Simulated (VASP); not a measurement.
A run of VASP 6.6.1:

File INCAR:

```
ALGO = Normal
EDIFF = 1E-8
ENCUT = 520
GGA = PS
ISIF = 2
ISMEAR = -1
LASPH = True
LCHARG = False
LEFG = True
LREAL = False
LWAVE = False
NBANDS = 12
NELM = 100
PREC = Accurate
SIGMA = 0.05
```

Contents of KPOINTS:

```
k-points
0
Gamma
  12 12 7
```

The input POSCAR:

```
Sb
1.0
    3.4350757818      0.0000000000      0.0000000000
   -1.7175378909      2.9748628909      0.0000000000
    0.0000000000      0.0000000000      5.4345363435
Sb
2
Direct
    0.3333333333      0.6666666667      0.2500000000
    0.6666666667      0.3333333333      0.7500000000
```

Potentials or basis: VASP PAW PBE potentials, release 64 (Sb).

Run with:

```sh
$ cat potpaw_PBE.64/Sb/POTCAR > POTCAR
$ mpirun -np 1 vasp_std > vasp.out
```

Hardware: 1 thread of AMD EPYC 7R13, on a shared host.

Estimate the wall time of this run.

It took 48 s on 1 thread of AMD EPYC 7R13, on a shared host, peak memory 0.17 GiB. Counts: scf iterations 12, k points 76.
